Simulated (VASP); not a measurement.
A run of VASP 6.6.1 is set up as follows.

Contents of INCAR:

```
ALGO = Normal
EDIFF = 1E-6
ENCUT = 500
GGA = PS
GGA_COMPAT = F
ISIF = 2
ISMEAR = -1
LASPH = T
LCHARG = T
LELF = T
LREAL = F
LVHAR = T
LWAVE = F
NBANDS = 8
NELM = 120
PREC = Accurate
SIGMA = 0.15
```

File KPOINTS:

```
k-points
0
Gamma
  20 20 20
```

The input POSCAR:

```
Al
1.0
    0.0000000000      2.0082503696      2.0082503696
    2.0082503696      0.0000000000      2.0082503696
    2.0082503696      2.0082503696      0.0000000000
Al
1
Direct
    0.0000000000      0.0000000000      0.0000000000
```

Potentials or basis: VASP PAW PBE potentials, release 64 (Al).

The run is started by

```console
$ cat potpaw_PBE.64/Al/POTCAR > POTCAR
$ mpirun -np 1 vasp_std > vasp.out
```

What does it give for the pressure?

0.1 GPa.

Caveat: the PAW data sets were made with another functional, which shifts forces and pressure a little.
